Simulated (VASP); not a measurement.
Set up this calculation in VASP 6.6.1, as the native input.

```yaml
Task: relaxation of cell and atoms
Functional: PBE
Potentials_or_basis: VASP PAW PBE potentials, release 64 (Hf_pv)
Cutoff: 600 eV
k_mesh: 18 × 18 × 18
Occupations: fermi-dirac, width 0.08 eV
Spin: no spin polarisation
Target_pressure: 140 GPa
Dipole_correction: no
Further_INCAR_settings: ALGO = Normal; EDIFF = 1e-07; IBRION = 2; EDIFFG = -0.005; NSW = 32; ISIF = 3
```

The structure of Hf lies in POSCAR:

```
Hf
1.0
   -1.4745775866      1.4745775866      1.4745775866
    1.4745775866     -1.4745775866      1.4745775866
    1.4745775866      1.4745775866     -1.4745775866
Hf
1
Direct
    0.0000000000      0.0000000000      0.0000000000
```

One way to write it, as run:

INCAR

```
PREC     = Accurate       # precision mode
ENCUT    = 600            # plane-wave cutoff, eV
EDIFF    = 1E-7           # SCF threshold, eV
ISMEAR   = -1             # smearing method
SIGMA    = 0.08           # smearing width, eV
LREAL    = F              # projectors in reciprocal space
LASPH    = T              # aspherical terms in the spheres
NELM     = 80             # most SCF steps
ALGO     = Normal         # electronic algorithm
ISIF     = 3              # what is computed and relaxed
LWAVE    = F              # write WAVECAR
LCHARG   = F              # write CHGCAR
GGA      = PE             # functional
IBRION   = 2              # ionic algorithm
NSW      = 32             # ionic steps
EDIFFG   = -0.005         # ionic threshold
PSTRESS  = 1400.0
```

KPOINTS

```
Automatic mesh
0
Gamma
  18 18 18
```

Potentials or basis: VASP PAW PBE potentials, release 64 (Hf_pv).

Launch:

```console
$ cat potpaw_PBE.64/Hf_pv/POTCAR > POTCAR
$ mpirun -np 1 vasp_std > vasp.out
```

Results of the run:

The relaxed volume is 12.79 Å³/atom, the relaxed cell is a = 2.552 Å, b = 2.552 Å, c = 2.552 Å, α = 109.47°, β = 109.47°, γ = 109.47° and the space group after relaxing (to 0.05 Å) is Im-3m (No. 229). The energy change on relaxing (the enthalpy is what falls) is +31.2 meV/atom and the ionic steps are 3. The pressure after relaxing is 140.0 GPa and the band gap on the k mesh is zero (band 5 reaches 10.75 eV, above the bottom of band 6 at 7.97 eV).

Caveat: the cell is relaxed towards a set pressure, so the enthalpy falls and the energy may rise; spin-orbit coupling is left out, which moves the levels of the heavy elements.

It took 26 s on 1 thread of Intel(R) Xeon(R) Platinum 8559C (Emerald Rapids), with other jobs on the host, peak memory 0.15 GiB.
